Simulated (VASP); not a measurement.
## BN (Qingsongite): single point with PBEsol

BN (Qingsongite):

```
B N
1.0
     0.00000    1.73783    1.73783
     1.73783    0.00000    1.73783
     1.73783    1.73783    0.00000
B N
1 1
Direct
  0.00000 0.00000 0.00000
  0.25000 0.25000 0.25000
```

```yaml
Program: VASP 6.6.1
Task: single point
Functional: PBEsol
Potentials_or_basis: VASP PAW PBE potentials, release 64 (B, N)
Cutoff: 600 eV
k_mesh: 12 × 12 × 12
Occupations: gaussian, width 0.02 eV
Spin: no spin polarisation
Dipole_correction: no
Further_INCAR_settings: ALGO = Normal; EDIFF = 1e-06; NBANDS = 11
```

The pressure is 52.7 GPa. The band gap on the k mesh is 4.39 eV, indirect (least direct gap 9.32 eV).

Levels at points of the mesh, in eV from the valence-band top:
```
           k point  band 1  band 2  band 3  band 4  band 5  band 6  band 7  band 8  band 9
(0.00, 0.00, 0.00)  -21.66    0.00    0.00    0.00    9.32    9.32    9.32   12.24   26.78
(0.50, 0.00, 0.00)  -16.81  -11.92   -2.18   -2.18   11.26   11.26   11.68   16.27   25.00
(0.50, 0.50, 0.00)  -15.27   -9.78   -5.56   -5.56    4.39    9.74   19.75   19.75   22.76
```

It took 4.3 s on 1 thread of Intel(R) Xeon(R) 6975P-C (Granite Rapids), on a shared host, peak memory 0.12 GiB.

Caveat: the PAW data sets were made with another functional, which shifts forces and pressure a little. A k mesh can miss the band edges.
